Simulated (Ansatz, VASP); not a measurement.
One calculation of BaSi3, two programs

```
Ba Si
1.0
     4.41430    0.00000    0.00000
     0.00000    4.41430    0.00000
     0.00000    0.00000    4.41430
Ba Si
1 3
Direct
  0.00000 0.00000 0.00000
  0.00000 0.50000 0.50000
  0.50000 0.50000 0.00000
  0.50000 0.00000 0.50000
```

Alike in both runs: task single point; functional PBEsol; k mesh 8 × 8 × 8; occupations gaussian, width 0.05 eV; no spin polarisation.

```csv
,VASP,Ansatz
version,VASP 6.6.1,Ansatz 0.2.0
potentials or method,"VASP PAW PBE potentials, release 64 (Ba_sv, Si), cutoff 520 eV","scalar-relativistic, plane waves, PAW"
valence electrons in the cell,22,22
```

```csv
,VASP,Ansatz,Ansatz less VASP
gap on the k mesh at the Fermi level (eV),none,none,-
pressure (GPa),1.0,0.0,-1.04
```

VASP's potentials were made for PBE, not for PBEsol. A gap of «none» marks a metal or a gap that the smearing closes.

Spin-orbit coupling is off throughout.
